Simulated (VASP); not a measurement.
# GaN (F-43m) in VASP: further runs, part 2 of 2

VASP 6.6.1. The steps go on from the part before.

**3. Single point, PBE**

This run uses another cell than the first one, of 11.76 Å³/atom, 0.980 times its volume.

INCAR

```
  ALGO = Normal
  EDIFF = 1E-6
  ENCUT = 520
  GGA = PE
  ISIF = 2
  ISMEAR = 0
  LASPH = True
  LCHARG = True
  LELF = True
  LREAL = False
  LVHAR = True
  LWAVE = False
  NBANDS = 16
  NELM = 60
  PREC = Accurate
  SIGMA = 0.02
```

KPOINTS

```
k-points
0
Gamma
  10 10 10
```

POSCAR

```
GaN
1.0
    0.0000000000      2.2742384991      2.2742384991
    2.2742384991      0.0000000000      2.2742384991
    2.2742384991      2.2742384991      0.0000000000
Ga N
1 1
Direct
    0.0000000000      0.0000000000      0.0000000000
    0.7500000000      0.7500000000      0.7500000000
```

Potentials or basis: VASP PAW PBE potentials, release 64 (Ga_d, N).

On the command line:

```
cat potpaw_PBE.64/Ga_d/POTCAR potpaw_PBE.64/N/POTCAR > POTCAR
mpirun -np 1 vasp_std > vasp.out
```

OUTCAR:

```text
EDIFF = 1E-6
   ENCUT = 520
   GGA = PE
   ISIF = 2
   ISMEAR = 0
   LASPH = True
   LREAL = False
   NELM = 60
   PREC = Accurate

 ion  position               nearest neighbor table
   1  0.000  0.000  0.000-   2 1.97   2 1.97   2 1.97   2 1.97
   2  0.750  0.750  0.750-   1 1.97   1 1.97   1 1.97   1 1.97

  LATTYP: Found a face centered cubic cell.
 ALAT       =     4.5484769982

  Lattice vectors:

 A1 = (   0.0000000000,   2.2742384991,   2.2742384991)
[... 642 lines left out ...]
------------------------ aborting loop because EDIFF is reached ----------------------------------------

  FORCE on cell =-STRESS in cart. coord.  units (eV):
  Direction    XX          YY          ZZ          XY          YZ          ZX
  --------------------------------------------------------------------------------------
  -------------------------------------------------------------------------------------
  Total        0.0158110      0.0158110      0.0158110     -0.0000000      0.0000000     -0.0000000
  in kB        1.0767941      1.0767941      1.0767941     -0.0000000      0.0000000     -0.0000000
  external PRESSURE =       1.0767941 kB  Pullay stress =       0.0000000 kB

 VOLUME and BASIS-vectors are now :
 -----------------------------------------------------------------------------
  energy-cutoff  :      520.00
  volume of cell :       23.53
      direct lattice vectors                 reciprocal lattice vectors
     0.000000000  2.274238499  2.274238499    -0.219853810  0.219853810  0.219853810
     2.274238499  0.000000000  2.274238499     0.219853810 -0.219853810  0.219853810
     2.274238499  2.274238499  0.000000000     0.219853810  0.219853810 -0.219853810

 POSITION                                       TOTAL-FORCE (eV/Angst)
 -----------------------------------------------------------------------------------
      0.00000      0.00000      0.00000        -0.000000      0.000000     -0.000000
      3.41136      3.41136      3.41136         0.000000     -0.000000      0.000000
 -----------------------------------------------------------------------------------
    total drift:                               -0.000002     -0.000002     -0.000001

  FREE ENERGIE OF THE ION-ELECTRON SYSTEM (eV)
  ---------------------------------------------------
  free  energy   TOTEN  =       -12.1535551321 eV

  energy  without entropy=      -12.1535551321  energy(sigma->0) =      -12.15355513
```

OSZICAR:

```text
N       E                     dE             d eps       ncg     rms          rms(c)
DAV:   1     0.856475890697E+02    0.85648E+02   -0.93361E+03  1664   0.202E+03
DAV:   2    -0.775007060645E+01   -0.93398E+02   -0.87149E+02  1728   0.337E+02
DAV:   3    -0.140358518916E+02   -0.62858E+01   -0.62608E+01  1776   0.726E+01
DAV:   4    -0.141101902537E+02   -0.74338E-01   -0.74333E-01  1864   0.859E+00
DAV:   5    -0.141112251501E+02   -0.10349E-02   -0.10349E-02  1800   0.917E-01    0.762E+00
DAV:   6    -0.121559646869E+02    0.19553E+01   -0.49454E+00  2264   0.389E+01    0.269E+00
DAV:   7    -0.121613672228E+02   -0.54025E-02   -0.30592E-01  1672   0.667E+00    0.176E+00
DAV:   8    -0.121577476402E+02    0.36196E-02   -0.63365E-02  1696   0.319E+00    0.838E-01
DAV:   9    -0.121532376281E+02    0.45100E-02   -0.13967E-02  2296   0.258E+00    0.222E-01
DAV:  10    -0.121536458667E+02   -0.40824E-03   -0.14151E-03  1680   0.484E-01    0.114E-01
DAV:  11    -0.121535502450E+02    0.95622E-04   -0.26353E-04  2240   0.258E-01    0.768E-03
DAV:  12    -0.121535553448E+02   -0.50998E-05   -0.29808E-05  1672   0.500E-02    0.832E-03
DAV:  13    -0.121535551321E+02    0.21269E-06   -0.55643E-07  1352   0.126E-02
   1 F= -.12153555E+02 E0= -.12153555E+02  d E =-.472014E-13
```

stdout:

```text
POSCAR found type information on POSCAR GaN
 POSCAR found :  2 types and       2 ions
 scaLAPACK will be used
 LDA part: xc-table for (Slater+PW92), standard interpolation
 POSCAR, INCAR and KPOINTS ok, starting setup
 FFT: planning ... GRIDC
 FFT: planning ... GRID_SOFT
 FFT: planning ... GRID
 WAVECAR not read
 entering main loop
```

It took 6.4 s on 1 thread of Intel Xeon 6975P-C (Granite Rapids), shared host; peak memory 0.14 GiB.

What came out:

```
Free energy            : -12.1536 eV
Pressure               : 0.1 GPa
Band gap on the k mesh : 1.55 eV, direct
```

Levels at points of the mesh, in eV from the valence-band top:
```tsv
k point	band 7	band 8	band 9	band 10	band 11	band 12
(0.00, 0.00, 0.00)	0.00	0.00	0.00	1.55	10.13	10.13
(0.50, 0.00, 0.00)	-6.86	-0.93	-0.93	4.45	8.59	10.22
(0.50, 0.50, 0.00)	-6.01	-2.61	-2.61	3.34	6.50	11.52
```

**4. Relaxation of cell and atoms, PBE**

This run uses another cell than the first one, of 11.76 Å³/atom, 0.980 times its volume.

INCAR

```
SYSTEM = GaN
PREC = Accurate
ENCUT = 600
EDIFF = 1E-6
ISMEAR = 0
SIGMA = 0.01
LREAL = .False.
LASPH = .True.
NELM = 100
ALGO = Normal
ISIF = 3
LWAVE = .False.
LCHARG = .False.
GGA = PE
IBRION = 2
NSW = 80
EDIFFG = -0.001
```

KPOINTS

```
Automatic mesh
0
Gamma
  10 10 10
  0 0 0
```

POSCAR is that of step 3.

On the command line:

```
cat potpaw_PBE.64/Ga_d/POTCAR potpaw_PBE.64/N/POTCAR > POTCAR
mpirun -np 1 vasp_std > vasp.out
```

Run time: 23 s. Hardware: 1 thread of Intel Xeon 6975P-C (Granite Rapids), shared host; peak memory 0.16 GiB.

The run converged. Its results:

* Free energy: -12.1551 eV
* Relaxed volume: 11.76 Å³/atom
* Relaxed cell: a = 3.216 Å, b = 3.216 Å, c = 3.216 Å, α = 60.00°, β = 60.00°, γ = 60.00°
* Space group after relaxing (to 0.05 Å): F-43m (No. 216)
* Energy gained by relaxing: 0.0 meV/atom
* Ionic steps: 7
* Pressure after relaxing: 0.0 GPa
* Band gap on the k mesh: 1.55 eV, direct

Final structure:
```
Ga N
1.0
     0.00000    2.27396    2.27396
     2.27396    0.00000    2.27396
     2.27396    2.27396    0.00000
Ga N
1 1
Direct
  0.00000 0.00000 0.00000
  0.75000 0.75000 0.75000
```

Levels at points of the mesh, in eV from the valence-band top:
| k point | band 7 | band 8 | band 9 | band 10 | band 11 | band 12 |
| --- | --- | --- | --- | --- | --- | --- |
| (0.00, 0.00, 0.00) | 0.00 | 0.00 | 0.00 | 1.55 | 10.13 | 10.13 |
| (0.50, 0.00, 0.00) | -6.86 | -0.93 | -0.93 | 4.45 | 8.59 | 10.22 |
| (0.50, 0.50, 0.00) | -6.01 | -2.61 | -2.61 | 3.34 | 6.50 | 11.52 |

**5. Relaxation of cell and atoms, PBE, target pressure 3 GPa, at which the enthalpy is minimised**

This run uses another cell than the first one, of 11.76 Å³/atom, 0.980 times its volume.

INCAR

```
SYSTEM = GaN
PREC = Accurate ; ENCUT = 600
EDIFF = 1E-6 ; ISMEAR = 0
SIGMA = 0.01 ; LREAL = .FALSE.
LASPH = .TRUE. ; NELM = 100
ALGO = Normal ; ISIF = 3
LWAVE = .FALSE. ; LCHARG = .FALSE.
GGA = PE ; IBRION = 2
NSW = 80 ; EDIFFG = -0.001
PSTRESS = 30.0
```

KPOINTS

```
regular mesh
0
G
  10 10 10
  0 0 0
```

POSCAR is that of step 4.

On the command line:

```
cat potpaw_PBE.64/Ga_d/POTCAR potpaw_PBE.64/N/POTCAR > POTCAR
mpirun -np 1 vasp_std > vasp.out
```

Run time: 42 s. Hardware: 1 thread of Intel Xeon 6975P-C (Granite Rapids), shared host; peak memory 0.17 GiB.

It converged, with:

```
Free energy                                            : -12.1514 eV
Relaxed volume                                         : 11.56 Å³/atom
Relaxed cell                                           : a = 3.198 Å, b = 3.198 Å, c = 3.198 Å, α = 60.00°, β = 60.00°, γ = 60.00°
Space group after relaxing (to 0.05 Å)                 : F-43m (No. 216)
Energy change on relaxing (the enthalpy is what falls) : +1.8 meV/atom
Ionic steps                                            : 10
Pressure after relaxing                                : 3.0 GPa
Band gap on the k mesh                                 : 1.66 eV, direct
```

Step by step:
```tsv
step	energy change (eV)	largest force (eV/Å)	pressure (GPa)	volume (Å³)
1	0.0000	0.0000	-0.06	23.53
2	0.0134	0.0000	5.85	22.77
3	0.0036	0.0000	2.69	23.12
4	0.0043	0.0000	3.31	23.09
5	0.0039	0.0000	3.11	23.11
6	0.0038	0.0000	3.03	23.12
7	0.0037	0.0000	2.97	23.12
8	0.0037	0.0000	3.12	23.12
9	0.0037	0.0000	2.93	23.12
10	0.0037	0.0000	2.99	23.12
```

Final structure:
```cif
data_structure
_symmetry_space_group_name_H-M 'P 1'
_symmetry_Int_Tables_number 1
_cell_length_a 3.1976
_cell_length_b 3.1976
_cell_length_c 3.1976
_cell_angle_alpha 60.000
_cell_angle_beta 60.000
_cell_angle_gamma 60.000
_cell_volume 23.12
loop_
_atom_site_label
_atom_site_type_symbol
_atom_site_fract_x
_atom_site_fract_y
_atom_site_fract_z
_atom_site_occupancy
Ga1 Ga 0.00000 0.00000 0.00000 1
N1 N 0.75000 0.75000 0.75000 1
```

Levels at points of the mesh, in eV from the valence-band top:
| k point | band 7 | band 8 | band 9 | band 10 | band 11 | band 12 |
| --- | --- | --- | --- | --- | --- | --- |
| (0.00, 0.00, 0.00) | 0.00 | 0.00 | 0.00 | 1.66 | 10.24 | 10.24 |
| (0.50, 0.00, 0.00) | -6.97 | -0.96 | -0.96 | 4.57 | 8.68 | 10.31 |
| (0.50, 0.50, 0.00) | -6.08 | -2.67 | -2.67 | 3.35 | 6.60 | 11.64 |

Caveat: the cell is relaxed towards a set pressure, so the enthalpy falls and the energy may rise. A hybrid or GW would open this gap; PBE tends to underestimate it.

**6. Summary**

```csv
task,cell,cutoff (eV),smearing,gap on the mesh (eV),pressure (GPa)
single point,"a = 3.238 Å, angles 60.0°, 2 atoms",520,gaussian 0.01 eV,1.42,-3.1
single point,"a = 3.216 Å, angles 60.0°, 2 atoms",520,gaussian 0.02 eV,1.55,0.1
relaxation of cell and atoms,"relaxed from a = 3.216 Å, angles 60.0°, 2 atoms",600,gaussian 0.01 eV,1.55,0.0
relaxation of cell and atoms,"relaxed to 3 GPa from a = 3.216 Å, angles 60.0°, 2 atoms",600,gaussian 0.01 eV,1.66,3.0
```

Alike in all rows: level PBE; potentials or basis VASP PAW PBE potentials, release 64 (Ga_d, N); no spin polarisation; k mesh 10 × 10 × 10.

Caveats: the cell is relaxed towards a set pressure, so the enthalpy falls and the energy may rise (some runs).

Total energies depend on the potentials used, so only differences within one code and one set of settings carry meaning.
